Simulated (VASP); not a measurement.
Wanted: the native input for a VASP 6.6.1 run.

| Item | Value |
| --- | --- |
| Task | electric field gradients |
| Functional | LDA |
| Potentials or basis | VASP PAW LDA potentials, release 64 (Hg_sv_GW) |
| Cutoff | 410 eV |
| k mesh | 12 × 12 × 12 |
| Occupations | fermi-dirac, width 0.03 eV |
| Spin | no spin polarisation |
| Dipole correction | no |
| Further INCAR settings | ALGO = Normal; EDIFF = 1e-08; NBANDS = 16 |

The structure of Hg lies in POSCAR:

```
Hg
1.0
    1.6946844141      0.9784265027      2.1883953669
   -1.6946844141      0.9784265027      2.1883953669
    0.0000000000     -1.9568530053      2.1883953669
Hg
1
Direct
    0.0000000000      0.0000000000      0.0000000000
```

One way to write it, as run:

INCAR

```
PREC = Accurate ; ENCUT = 410
EDIFF = 1E-8 ; ISMEAR = -1
SIGMA = 0.03 ; LREAL = False
LASPH = True ; NELM = 120
ALGO = Normal ; ISIF = 2
LWAVE = False ; LCHARG = False
LEFG = True ; NBANDS = 16
GGA_COMPAT = False
```

KPOINTS

```
Automatic mesh
0
Gamma
  12 12 12
```

Potentials or basis: VASP PAW LDA potentials, release 64 (Hg_sv_GW).

Launch:

```console
$ cat potpaw_LDA.64/Hg_sv_GW/POTCAR > POTCAR
$ mpirun -np 1 vasp_std > vasp.out
```

Results of the run:

```json
{
 "Pressure": "-1.2 GPa",
 "Band gap on the k mesh": "zero (bands 10 and 11 overlap by 3.49 eV)",
 "Largest electric field gradient by atom": "Hg -155.2 V/Å²"
}
```

Caveat: without QUAD_EFG the Cq values of the log hold for a quadrupole moment of 1 mb, not for the nuclei; spin-orbit coupling is left out, which moves the levels of the heavy elements.

Wall time 18 s on 1 thread of Intel(R) Xeon(R) 6975P-C (Granite Rapids), with other jobs on the host, peak memory 0.16 GiB.
